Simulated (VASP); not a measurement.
Write the native input for VASP 6.6.1 that does the following.

| Quantity | Value |
| --- | --- |
| Task | single point |
| Functional | PBE |
| Potentials or basis | VASP PAW PBE potentials, release 64 (Pb_d, O) |
| Cutoff | 520 eV |
| k mesh | 6 × 6 × 6 |
| Occupations | gaussian, width 0.1 eV |
| Spin | no spin polarisation |
| Dipole correction | no |
| Further INCAR settings | ALGO = Normal; EDIFF = 1e-06; NBANDS = 17 |

The structure of PbO lies in POSCAR:

```
PbO
1.0
    0.0000000000      2.8351342135      2.8351342135
    2.8351342135      0.0000000000      2.8351342135
    2.8351342135      2.8351342135      0.0000000000
Pb O
1 1
Direct
    0.0000000000      0.0000000000      0.0000000000
    0.7500000000      0.7500000000      0.7500000000
```

These files were run (other wordings do the same):

INCAR

```
SYSTEM = PbO
PREC     = Accurate       ! precision mode
ENCUT    = 520            ! plane-wave cutoff, eV
EDIFF    = 1E-6           ! SCF threshold, eV
ISMEAR   = 0              ! smearing method
SIGMA    = 0.1            ! smearing width, eV
LREAL    = .FALSE.        ! projectors in reciprocal space
LASPH    = .TRUE.         ! aspherical terms in the spheres
NELM     = 80             ! most SCF steps
ALGO     = Normal         ! electronic algorithm
ISIF     = 2              ! what is computed and relaxed
LWAVE    = .FALSE.        ! write WAVECAR
LCHARG   = .FALSE.        ! write CHGCAR
GGA      = PE             ! functional
NBANDS   = 17             ! bands
```

KPOINTS

```
Automatic mesh
0
G
  6 6 6
  0 0 0
```

Potentials or basis: VASP PAW PBE potentials, release 64 (Pb_d, O).

Command:

```bash
$ cat potpaw_PBE.64/Pb_d/POTCAR potpaw_PBE.64/O/POTCAR > POTCAR
$ mpirun -np 1 vasp_std > vasp.out
```

Results of the run:

| Quantity | Value |
| --- | --- |
| Pressure | -0.2 GPa |
| Band gap on the k mesh | 0.57 eV (least direct gap 0.71 eV) |

Caveat: spin-orbit coupling is left out, which moves the levels of the heavy elements.

Wall time 10 s on 1 thread of Intel(R) Xeon(R) 6975P-C (Granite Rapids), on a shared host, peak memory 0.16 GiB.
